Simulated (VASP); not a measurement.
A run of VASP 6.6.1 is set up as follows.

File INCAR:

```
PREC = Accurate
ENCUT = 520
EDIFF = 1E-6
ISMEAR = -1
SIGMA = 0.08
LREAL = False
LASPH = True
NELM = 80
ALGO = Normal
ISIF = 2
LWAVE = False
LCHARG = False
GGA = PE
NBANDS = 10
```

The input KPOINTS:

```
regular mesh
0
Gamma
  10 10 10
```

Contents of POSCAR:

```
K
1.0
   -2.6439224779      2.6439224779      2.6439224779
    2.6439224779     -2.6439224779      2.6439224779
    2.6439224779      2.6439224779     -2.6439224779
K
1
Direct
    0.0000000000      0.0000000000      0.0000000000
```

Potentials or basis: VASP PAW PBE potentials, release 64 (K_sv).

The run is started by

```sh
$ cat potpaw_PBE.64/K_sv/POTCAR > POTCAR
$ mpirun -np 1 vasp_std > vasp.out
```

Estimate the pressure.

0.0 GPa.

What does it give for the band gap on the k mesh?

Zero (an odd number of electrons rules out a gap without spin polarisation).
